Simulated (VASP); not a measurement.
# Rh (Fm-3m) in VASP: a series of runs, part 2 of 2

VASP 6.6.1.

**3. Single point, r2SCAN**

POSCAR

```
Rh
1.0
    0.0000000000      1.8978500000      1.8978500000
    1.8978500000      0.0000000000      1.8978500000
    1.8978500000      1.8978500000      0.0000000000
Rh
1
Direct
    0.0000000000      0.0000000000      0.0000000000
```

INCAR.step1

```
  PREC = Accurate
  ENCUT = 550
  ISMEAR = 1
  SIGMA = 0.1
  LREAL = False
  LASPH = True
  NELM = 120
  NBANDS = 14
  GGA = PE
  ALGO = Normal
  EDIFF = 1E-5
  LWAVE = True
  LCHARG = False
  GGA_COMPAT = False
```

INCAR.step2

```
  PREC = Accurate
  ENCUT = 550
  EDIFF = 1E-6
  ISMEAR = 1
  SIGMA = 0.1
  LREAL = False
  LASPH = True
  NELM = 120
  ALGO = Normal
  ISIF = 2
  LWAVE = False
  LCHARG = True
  METAGGA = R2SCAN
  LMIXTAU = True
  LELF = True
  LVHAR = True
  NBANDS = 14
  ISTART = 1
  GGA_COMPAT = False
```

KPOINTS

```
regular mesh
0
Gamma
  5 5 5
```

Potentials or basis: VASP PAW PBE potentials, release 64 (Rh_pv).

On the command line:

```
$ cat potpaw_PBE.64/Rh_pv/POTCAR > POTCAR
$ cp INCAR.step1 INCAR
$ mpirun -np 1 vasp_std > vasp.out
$ cp INCAR.step2 INCAR
$ mpirun -np 1 vasp_std > vasp.out
```

OUTCAR:

```text
PREC = Accurate
   ENCUT = 550
   EDIFF = 1E-6
   ISMEAR = 1
   LREAL = False
   LASPH = True
   NELM = 120
   ISIF = 2
   METAGGA = R2SCAN
   ISTART = 1

 ion  position               nearest neighbor table
   1  0.000  0.000  0.000-

  LATTYP: Found a face centered cubic cell.
 ALAT       =     3.7957000000

  Lattice vectors:

 A1 = (   0.0000000000,   1.8978500000,   1.8978500000)
 A2 = (   1.8978500000,   0.0000000000,   1.8978500000)
 A3 = (   1.8978500000,   1.8978500000,   0.0000000000)

Analysis of symmetry for initial positions (statically):
=====================================================================
 Subroutine PRICEL returns:
 Original cell was already a primitive cell.

 Routine SETGRP: Setting up the symmetry group for a
 face centered cubic supercell.

 Subroutine GETGRP returns: Found 48 space group operations
 (whereof 48 operations were pure point group operations)
 out of a pool of 48 trial point group operations.

The static configuration has the point symmetry O_h .

Analysis of symmetry for dynamics (positions and initial velocities):
=====================================================================
 Subroutine PRICEL returns:
 Original cell was already a primitive cell.

 Routine SETGRP: Setting up the symmetry group for a
 face centered cubic supercell.

 Subroutine GETGRP returns: Found 48 space group operations
 (whereof 48 operations were pure point group operations)
 out of a pool of 48 trial point group operations.

The dynamic configuration has the point symmetry O_h .

 Subroutine INISYM returns: Found 48 space group operations
 (whereof 48 operations are pure point group operations),
 and found     1 'primitive' translations

----------------------------------------------------------------------------------------

                                     Primitive cell

  volume of cell :      13.6715

  direct lattice vectors                    reciprocal lattice vectors
     0.000000000  1.897850000  1.897850000    -0.263456016  0.263456016  0.263456016
     1.897850000  0.000000000  1.897850000     0.263456016 -0.263456016  0.263456016
     1.897850000  1.897850000  0.000000000     0.263456016  0.263456016 -0.263456016

  length of vectors
     2.683965209  2.683965209  2.683965209     0.456319205  0.456319205  0.456319205

  position of ions in fractional coordinates (direct lattice)
     0.000000000  0.000000000  0.000000000

  ion indices of the primitive-cell ions
   primitive index   ion index
                 1           1

----------------------------------------------------------------------------------------

 KPOINTS: regular mesh

Automatic generation of k-mesh.
 Grid dimensions read from file:
 generate k-points for:    5    5    5

 Generating k-lattice:

  Cartesian coordinates                     Fractional coordinates (reciprocal lattice)
    -0.052691203  0.052691203  0.052691203     0.200000000  0.000000000  0.000000000
     0.052691203 -0.052691203  0.052691203     0.000000000  0.200000000  0.000000000
     0.052691203  0.052691203 -0.052691203     0.000000000  0.000000000  0.200000000

  Length of vectors
     0.091263841  0.091263841  0.091263841

  Shift w.r.t. Gamma in fractional coordinates (k-lattice)
     0.000000000  0.000000000  0.000000000

 Subroutine IBZKPT returns following result:
 ===========================================

 Found     10 irreducible k-points:

 Following reciprocal coordinates:
            Coordinates               Weight
  0.000000  0.000000  0.000000      1.000000
  0.200000  0.000000  0.000000      8.000000
  0.400000  0.000000  0.000000      8.000000
  0.200000  0.200000  0.000000      6.000000
  0.400000  0.200000  0.000000     24.000000
 -0.400000  0.200000  0.000000     24.000000
 -0.200000  0.200000  0.000000     12.000000
  0.400000  0.400000  0.000000      6.000000
 -0.400000  0.400000  0.000000     12.000000
 -0.400000  0.400000  0.200000     24.000000
   k-points           NKPTS =     10   k-points in BZ     NKDIM =     10   number of bands    NBANDS=     14
   number of dos      NEDOS =    301   number of ions     NIONS =      1
   total plane-waves  NPLWV =  13824
   dimension x,y,z NGX =    24 NGY =   24 NGZ =   24
   dimension x,y,z NGXF=    48 NGYF=   48 NGZF=   48
   ions per type =               1
   NGX,Y,Z   is equivalent  to a cutoff of  14.87, 14.87, 14.87 a.u.
   NGXF,Y,Z  is equivalent  to a cutoff of  29.73, 29.73, 29.73 a.u.
 SYSTEM =  unknown system
   PREC   = accura    normal or accurate (medium, high low for compatibility)
   ISTART =      1    job   : 0-new  1-cont  2-samecut
   ICHARG =      0    charge: 1-file 2-atom 10-const
   ISPIN  =      1    spin polarized calculation?
   LNONCOLLINEAR =      F non collinear calculations
   LSORBIT =      F    spin-orbit coupling
   LASPH  =      T    aspherical Exc in radial PAW
   ENCUT  =  550.0 eV  40.42 Ry    6.36 a.u.   5.13  5.13  5.13*2*pi/ulx,y,z
   NELM   =    120;   NELMIN=  2; NELMDL=  0     # of ELM steps
   EDIFF  = 0.1E-05   stopping-criterion for ELM
   LREAL  =      F    real-space projection
   EDIFFG = 0.1E-04   stopping-criterion for IOM
   NSW    =      0    number of steps for IOM
   IBRION =     -1    ionic relax: 0-MD 1-quasi-New 2-CG
   NFREE  =      0    steps in history (QN), initial steepest desc. (CG)
   ISIF   =      2    stress and relaxation
   ISYM   =      2    0-nonsym 1-usesym 2-fastsym
   POTIM  = 0.5000    time-step for ionic-motion
   TEBEG  =    0.0;   TEEND  =   0.0 temperature during run
   PSTRESS=    0.0 pullay stress
   NELECT =      15.0000    total number of electrons
   NUPDOWN=      -1.0000    fix difference up-down
   EMIN   =  10.00;   EMAX   =-10.00  energy-range for DOS
   EFERMI =   0.00;   METHOD = LEGACY
   ISMEAR =     1;   SIGMA  =   0.10  broadening in eV -4-tet -1-fermi 0-gaus
   EFERMI_NEDOS =   21; number of points for ismear=-14 and -15
   IALGO  =     38    algorithm
   IMIX   =      4    mixing-type and parameters
     AMIX     =   0.40;   BMIX     =  1.00
     AMIX_MAG =   1.60;   BMIX_MAG =  1.00
  volume/ion in A,a.u.               =      13.67        92.26
  Fermi-wavevector in a.u.,A,eV,Ry     =   1.688496  3.190795 38.790465  2.851019
  Thomas-Fermi vector in A             =   2.770792
   LORBIT       =      0    0 simple, 1 ext, 2 COOP (PROOUT), +10 PAW based schemes
   METAGGA = R2SCAN    functional components
   LHFCALC =     F    Hartree Fock is set to
   AEXX    =    0.0000 exact exchange contribution
   IVDW    =     0    specifies the selected vdW correction
   LEPSILON=     F    determine dielectric tensor
   LRPA    =     F    only Hartree local field effects (RPA)
 non-spin polarized calculation
 Methfessel and Paxton  Order N= 1 SIGMA  =   0.10
  energy-cutoff  :      550.00
  volume of cell :       13.67
 maximum number of plane-waves:       411
 NGX is ok and might be reduce to    24
   NGX = 11   NGY = 11   NGZ = 11

 number of electron      15.0000002 magnetization

 Free energy of the ion-electron system (eV)
  ---------------------------------------------------
  ext. energy  EPLUGINS =         0.00000000
  ---------------------------------------------------
  free energy    TOTEN  =       -23.98336914 eV

  energy without entropy =      -23.98408406  energy(sigma->0) =      -23.98360744

 E-fermi :  12.1089     XC(G=0): -15.2469

 val. band max:       12.1026281878   @ k =   0.4000   0.0000   0.0000
 cond. band min:      12.2056066214   @ k =   0.4000   0.4000   0.0000
 fundamental gap:      0.1029784337
 Fermi energy:        12.1089461239

 k-point     1 :       0.0000    0.0000    0.0000
  band No.  band energies     occupation
      1     -35.9320      2.00000
      2     -35.9320      2.00000
      3     -35.9320      2.00000
      4       3.6113      2.00000
      5       8.6567      2.00000
      6       8.6567      2.00000
      7       8.6567      2.00000
      8      10.7756      2.00000
      9      10.7756      2.00000
     10      28.5302      0.00000
     11      29.2835      0.00000
     12      34.3366      0.00000
     13      34.3366      0.00000
     14      34.3366      0.00000
[... 137 lines left out ...]
 k-point    10 :      -0.4000    0.4000    0.2000
  band No.  band energies     occupation
      1     -36.5398      2.00000
      2     -36.3547      2.00000
      3     -36.1759      2.00000
      4       6.7741      2.00000
      5       7.2098      2.00000
      6       8.3771      2.00000
      7      10.8506      2.00000
      8      12.2821     -0.03438
      9      18.0237      0.00000
     10      24.3507      0.00000
     11      24.7825      0.00000
     12      27.5406      0.00000
     13      29.2846      0.00000
     14      37.6225      0.00000

------------------------ aborting loop because EDIFF is reached ----------------------------------------

  FORCE on cell =-STRESS in cart. coord.  units (eV):
  Direction    XX          YY          ZZ          XY          YZ          ZX
  --------------------------------------------------------------------------------------
  -------------------------------------------------------------------------------------
  Total        0.3870853      0.3870853      0.3870853     -0.0000000      0.0000000      0.0000000
  in kB       45.3629789     45.3629789     45.3629789     -0.0000000      0.0000000      0.0000000
  external PRESSURE =      45.3629789 kB  Pullay stress =       0.0000000 kB

 VOLUME and BASIS-vectors are now :
 -----------------------------------------------------------------------------
  energy-cutoff  :      550.00
  volume of cell :       13.67
      direct lattice vectors                 reciprocal lattice vectors
     0.000000000  1.897850000  1.897850000    -0.263456016  0.263456016  0.263456016
     1.897850000  0.000000000  1.897850000     0.263456016 -0.263456016  0.263456016
     1.897850000  1.897850000  0.000000000     0.263456016  0.263456016 -0.263456016

 POSITION                                       TOTAL-FORCE (eV/Angst)
 -----------------------------------------------------------------------------------
      0.00000      0.00000      0.00000        -0.000000      0.000000     -0.000000
 -----------------------------------------------------------------------------------
    total drift:                                0.000000     -0.000000     -0.000000

  FREE ENERGIE OF THE ION-ELECTRON SYSTEM (eV)
  ---------------------------------------------------
  free  energy   TOTEN  =       -23.9833691379 eV

  energy  without entropy=      -23.9840840566  energy(sigma->0) =      -23.98360744
```

Run time: 14 s. Hardware: 1 thread of Intel Xeon Platinum 8559C (Emerald Rapids), shared host; peak memory 0.14 GiB.

What came out:

- Free energy: -23.9834 eV
- Pressure: 4.5 GPa

Caveat: the k points lie up to 0.57 Å⁻¹ apart; the PAW data sets were made with another functional, which shifts forces and pressure a little.
